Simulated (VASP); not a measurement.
# CdTe (I-4m2) in VASP: single point with r2SCAN

Aim: the single point of CdTe with r2SCAN.

Everything below comes from runs of VASP 6.6.1. Logs are shortened: lines on timing, memory, paths and dates and some standing lists are left out, and cuts for length are marked.

## Step 1: The cell of the first run

It takes space group I-4m2 (No. 119, tetragonal). The conventional cell has a = 4.639 Å, b = 4.639 Å, c = 6.363 Å, α = 90.00°, β = 90.00°, γ = 90.00°. Cd (site symmetry -4m2) has 4 Te at 2.81 Å within 3.7 Å. Within 3.7 Å of Te (site symmetry -4m2) lie 4 Cd at 2.81 Å.

## Step 2: Single point, r2SCAN, non-collinear spin, zero start, spin-orbit coupling (uniaxial z strain -3.0%)

The input, POSCAR:

```
CdTe
1.0
    0.0000000000      3.2799551162      3.1815564627
    3.2799551162      0.0000000000      3.1815564627
    3.2799551162      3.2799551162      0.0000000000
Cd Te
1 1
Direct
    0.0000000000      0.0000000000      0.0000000000
    0.2500000000      0.2500000000      0.2500000000
```

The input, INCAR.step1:

```
SYSTEM = CdTe
  ALGO = Normal
  EDIFF = 1E-4
  ENCUT = 520
  GGA = PE
  GGA_COMPAT = .False.
  ISMEAR = -1
  LASPH = .True.
  LCHARG = .False.
  LREAL = .False.
  LSORBIT = .True.
  LWAVE = .True.
  MAGMOM = 0 0 0 0 0 0
  NBANDS = 30
  NELM = 150
  PREC = Accurate
  SIGMA = 0.02
```

The input, INCAR.step2:

```
SYSTEM = CdTe
  ALGO = Normal
  EDIFF = 1E-6
  ENCUT = 520
  GGA_COMPAT = .False.
  ISIF = 2
  ISMEAR = -1
  ISTART = 1
  LASPH = .True.
  LCHARG = .False.
  LMIXTAU = .True.
  LORBIT = 11
  LORBMOM = .True.
  LREAL = .False.
  LSORBIT = .True.
  LWAVE = .False.
  MAGMOM = 0 0 0 0 0 0
  METAGGA = R2SCAN
  NBANDS = 30
  NELM = 150
  PREC = Accurate
  SIGMA = 0.02
```

The input, KPOINTS:

```
k-points
0
Gamma
  6 6 6
  0 0 0
```

Potentials or basis: VASP PAW PBE potentials, release 64 (Cd, Te).

On the command line:

```console
$ cat potpaw_PBE.64/Cd/POTCAR potpaw_PBE.64/Te/POTCAR > POTCAR
$ cp INCAR.step1 INCAR
$ mpirun -np 1 vasp_ncl > vasp.out
$ cp INCAR.step2 INCAR
$ mpirun -np 1 vasp_ncl > vasp.out
```

OUTCAR:

```text
SYSTEM = CdTe
   EDIFF = 1E-6
   ENCUT = 520
   ISIF = 2
   ISMEAR = -1
   ISTART = 1
   LASPH = .True.
   LORBIT = 11
   LREAL = .False.
   LSORBIT = .True.
   METAGGA = R2SCAN
   NELM = 150
   PREC = Accurate

 ion  position               nearest neighbor table
   1  0.000  0.000  0.000-   2 2.81   2 2.81   2 2.81   2 2.81
   2  0.250  0.250  0.250-   1 2.81   1 2.81   1 2.81   1 2.81

  LATTYP: Found a body centered tetragonal cell.
 ALAT       =     4.6385570093
 C/A-ratio  =     1.3717871555

  Lattice vectors:

 A1 = (   0.0000000000,  -3.2799551162,  -3.1815564627)
 A2 = (   0.0000000000,   3.2799551162,  -3.1815564627)
 A3 = (   3.2799551162,   0.0000000000,   3.1815564627)

Analysis of symmetry for initial positions (statically):
=====================================================================
 Subroutine PRICEL returns:
 Original cell was already a primitive cell.

 Routine SETGRP: Setting up the symmetry group for a
 body centered tetragonal supercell.

 Subroutine GETGRP returns: Found  8 space group operations
 (whereof  8 operations were pure point group operations)
 out of a pool of 16 trial point group operations.

The static configuration has the point symmetry D_2d.

Analysis of symmetry for dynamics (positions and initial velocities):
=====================================================================
 Subroutine PRICEL returns:
 Original cell was already a primitive cell.

 Routine SETGRP: Setting up the symmetry group for a
 body centered tetragonal supercell.

 Subroutine GETGRP returns: Found  8 space group operations
 (whereof  8 operations were pure point group operations)
 out of a pool of 16 trial point group operations.

The dynamic configuration has the point symmetry D_2d.

Analysis of structural, dynamic, and magnetic symmetry:
=====================================================================
 Subroutine PRICEL returns:
 Original cell was already a primitive cell.

 Routine SETGRP: Setting up the symmetry group for a
 body centered tetragonal supercell.

 Subroutine GETGRP returns: Found  8 space group operations
 (whereof  8 operations were pure point group operations)
 out of a pool of 16 trial point group operations.

The overall configuration has the point symmetry D_2d.

 Subroutine INISYM returns: Found  8 space group operations
 (whereof  8 operations are pure point group operations),
 and found     1 'primitive' translations

----------------------------------------------------------------------------------------

                                     Primitive cell

  volume of cell :      68.4550

  direct lattice vectors                    reciprocal lattice vectors
     0.000000000  3.279955116  3.181556463    -0.152441110  0.152441110  0.157155784
     3.279955116  0.000000000  3.181556463     0.152441110 -0.152441110  0.157155784
     3.279955116  3.279955116  0.000000000     0.152441110  0.152441110 -0.157155784

  length of vectors
     4.569508408  4.569508408  4.638557009     0.266785541  0.266785541  0.266785541

  position of ions in fractional coordinates (direct lattice)
     0.000000000  0.000000000  0.000000000
     0.250000000  0.250000000  0.250000000

  ion indices of the primitive-cell ions
   primitive index   ion index
                 1           1
                 2           2

----------------------------------------------------------------------------------------

 KPOINTS: k-points

Automatic generation of k-mesh.
 Grid dimensions read from file:
 generate k-points for:    6    6    6

 Generating k-lattice:

  Cartesian coordinates                     Fractional coordinates (reciprocal lattice)
    -0.025406852  0.025406852  0.026192631     0.166666667  0.000000000  0.000000000
     0.025406852 -0.025406852  0.026192631     0.000000000  0.166666667  0.000000000
     0.025406852  0.025406852 -0.026192631     0.000000000  0.000000000  0.166666667

  Length of vectors
[... 94 lines left out ...]
 number of electron      18.0000000 magnetization      -0.0000000      0.0000000      0.0000000

 Free energy of the ion-electron system (eV)
  ---------------------------------------------------
  ext. energy  EPLUGINS =         0.00000000
  ---------------------------------------------------
  free energy    TOTEN  =       -46.74743751 eV

  energy without entropy =      -46.74743751  energy(sigma->0) =      -46.74743751

 E-fermi :   2.7523     XC(G=0):  -9.0765

 val. band max:        2.3491465874   @ k =   0.0000   0.0000   0.0000
 cond. band min:       3.2997335565   @ k =   0.0000   0.0000   0.0000
 fundamental gap:      0.9505869691
 Fermi energy:         2.7522542563

 k-point     1 :       0.0000    0.0000    0.0000
  band No.  band energies     occupation
      1      -9.4362      1.00000
      2      -9.4362      1.00000
      3      -6.8058      1.00000
      4      -6.8058      1.00000
      5      -6.8030      1.00000
      6      -6.8030      1.00000
[... 781 lines left out ...]
     29      12.5407      0.00000
     30      12.6091      0.00000

 [... further k-points ...]

------------------------ aborting loop because EDIFF is reached ----------------------------------------

  FORCE on cell =-STRESS in cart. coord.  units (eV):
  Direction    XX          YY          ZZ          XY          YZ          ZX
  --------------------------------------------------------------------------------------
  -------------------------------------------------------------------------------------
  Total        0.5370989      0.5370989      0.7278178      0.0000000      0.0000000      0.0000000
  in kB       12.5706977     12.5706977     17.0344386      0.0000000      0.0000000      0.0000000
  external PRESSURE =      14.0586114 kB  Pullay stress =       0.0000000 kB

 VOLUME and BASIS-vectors are now :
 -----------------------------------------------------------------------------
  energy-cutoff  :      520.00
  volume of cell :       68.46
      direct lattice vectors                 reciprocal lattice vectors
     0.000000000  3.279955116  3.181556463    -0.152441110  0.152441110  0.157155784
     3.279955116  0.000000000  3.181556463     0.152441110 -0.152441110  0.157155784
     3.279955116  3.279955116  0.000000000     0.152441110  0.152441110 -0.157155784

 POSITION                                       TOTAL-FORCE (eV/Angst)
 -----------------------------------------------------------------------------------
      0.00000      0.00000      0.00000        -0.000000     -0.000000      0.000000
      1.63998      1.63998      1.59078         0.000000      0.000000     -0.000000
 -----------------------------------------------------------------------------------
    total drift:                                0.000000      0.000000      0.000000

  FREE ENERGIE OF THE ION-ELECTRON SYSTEM (eV)
  ---------------------------------------------------
  free  energy   TOTEN  =       -46.7474375112 eV

  energy  without entropy=      -46.7474375112  energy(sigma->0) =      -46.74743751

 orbital moment (x)

 # of ion     p       d       tot
 ----------------------------------------
  1         0.000   0.000   0.000
  2        -0.000   0.000  -0.000
 ----------------------------------------
            0.000   0.000   0.000

 orbital moment (y)

 # of ion     p       d       tot
 ----------------------------------------
  1         0.000  -0.000  -0.000
  2         0.000  -0.000   0.000
 ----------------------------------------
            0.000  -0.000  -0.000

 orbital moment (z)

 # of ion     p       d       tot
 ----------------------------------------
  1         0.000   0.000   0.000
  2         0.000   0.000   0.000
 ----------------------------------------
            0.000   0.000   0.000

 Spin-Orbit-Coupling matrix elements

 Ion:    1  E_soc:     -0.0580025
 l=   1
     0.0000000    -0.0028672    -0.0028665
    -0.0028672     0.0000000    -0.0028672
    -0.0028665    -0.0028672     0.0000000
 l=   2
     0.0000000    -0.0013769     0.0000000    -0.0013769    -0.0054223
    -0.0013769     0.0000000    -0.0040667    -0.0013768    -0.0013570
     0.0000000    -0.0040667     0.0000000    -0.0040667     0.0000000
    -0.0013769    -0.0013768    -0.0040667     0.0000000    -0.0013570
    -0.0054223    -0.0013570     0.0000000    -0.0013570     0.0000000
 l=   3
     0.0000000     0.0000000     0.0000000     0.0000000     0.0000000     0.0000000     0.0000000
     0.0000000     0.0000000     0.0000000     0.0000000     0.0000000     0.0000000     0.0000000
     0.0000000     0.0000000     0.0000000     0.0000000     0.0000000     0.0000000     0.0000000
     0.0000000     0.0000000     0.0000000     0.0000000     0.0000000     0.0000000     0.0000000
     0.0000000     0.0000000     0.0000000     0.0000000     0.0000000     0.0000000     0.0000000
     0.0000000     0.0000000     0.0000000     0.0000000     0.0000000     0.0000000     0.0000000
     0.0000000     0.0000000     0.0000000     0.0000000     0.0000000     0.0000000     0.0000000

 Ion:    2  E_soc:     -0.1795730
 l=   1
     0.0000000    -0.0299170    -0.0297394
    -0.0299170     0.0000000    -0.0299170
    -0.0297394    -0.0299170     0.0000000
 l=   2
     0.0000000    -0.0000294     0.0000000    -0.0000294    -0.0000417
    -0.0000294     0.0000000    -0.0000311    -0.0000289    -0.0000108
     0.0000000    -0.0000311     0.0000000    -0.0000311     0.0000000
    -0.0000294    -0.0000289    -0.0000311     0.0000000    -0.0000108
    -0.0000417    -0.0000108     0.0000000    -0.0000108     0.0000000
 l=   3
     0.0000000     0.0000000     0.0000000     0.0000000     0.0000000     0.0000000     0.0000000
     0.0000000     0.0000000     0.0000000     0.0000000     0.0000000     0.0000000     0.0000000
     0.0000000     0.0000000     0.0000000     0.0000000     0.0000000     0.0000000     0.0000000
     0.0000000     0.0000000     0.0000000     0.0000000     0.0000000     0.0000000     0.0000000
     0.0000000     0.0000000     0.0000000     0.0000000     0.0000000     0.0000000     0.0000000
     0.0000000     0.0000000     0.0000000     0.0000000     0.0000000     0.0000000     0.0000000
     0.0000000     0.0000000     0.0000000     0.0000000     0.0000000     0.0000000     0.0000000

 total charge

# of ion       s       p       d       tot
------------------------------------------
    1        0.450   0.310   9.547  10.308
    2        1.351   2.108   0.021   3.480
--------------------------------------------------
tot          1.801   2.419   9.568  13.788

 magnetization (x)

# of ion       s       p       d       tot
------------------------------------------
    1       -0.000  -0.000  -0.000  -0.000
    2        0.000   0.000  -0.000   0.000
--------------------------------------------------
tot         -0.000  -0.000  -0.000  -0.000

 magnetization (y)

# of ion       s       p       d       tot
------------------------------------------
    1        0.000   0.000   0.000   0.000
    2        0.000   0.000   0.000   0.000
--------------------------------------------------
tot          0.000   0.000   0.000   0.000

 magnetization (z)

# of ion       s       p       d       tot
------------------------------------------
    1       -0.000  -0.000  -0.000  -0.000
    2       -0.000  -0.000   0.000  -0.000
--------------------------------------------------
tot         -0.000  -0.000  -0.000  -0.000
```

It took 10 min on 1 thread of Intel Xeon 6975P-C (Granite Rapids), shared host; peak memory 0.53 GiB.

What came out:

```
Free energy                                           : -46.7474 eV
Pressure                                              : 1.4 GPa
Net moment                                            : 0.00 μB per cell
Valence electrons inside the program's atomic spheres : Cd 10.31; Te 3.48
```

Moments on the atoms (μB; x, y, z):
```
Cd  0.00 0.00 0.00
Te  0.00 0.00 0.00
```

Caveat: the cell differs from its parent crystal (uniaxial z strain -3.0%); the PAW data sets were made with another functional, which shifts forces and pressure a little.
